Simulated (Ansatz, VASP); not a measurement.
AlN in VASP and in Ansatz

```
Al N
1.0
     0.00000    2.20402    2.20402
     2.20402    0.00000    2.20402
     2.20402    2.20402    0.00000
Al N
1 1
Direct
  0.00000 0.00000 0.00000
  0.75000 0.75000 0.75000
```

Change from the starting cell: species swapped into the CdSe type (F-43m, No. 216).

Alike in both runs: functional PBE; k mesh 5 × 5 × 5; occupations gaussian, width 0.15 eV; no spin polarisation.

Ansatz relaxed the structure, and its values are those at the end. VASP's run is a single point on that final structure, the one shown.

```csv
,VASP,Ansatz
version,VASP 6.6.1,Ansatz 0.2.0
potentials or method,"VASP PAW PBE potentials, release 64 (Al, N), cutoff 600 eV","scalar-relativistic, plane waves, PAW"
valence electrons in the cell,8,8
```

|  | VASP | Ansatz | Ansatz less VASP |
| --- | --- | --- | --- |
| gap on the k mesh at the Fermi level (eV) | 3.86 | 3.87 | +0.007 |
| least direct gap on the mesh (eV) | 3.95 | 3.94 | -0.009 |
| pressure (GPa) | -1.1 | -0.7 | +0.39 |

The k mesh is coarse, so the values compare programs but aren't converged.
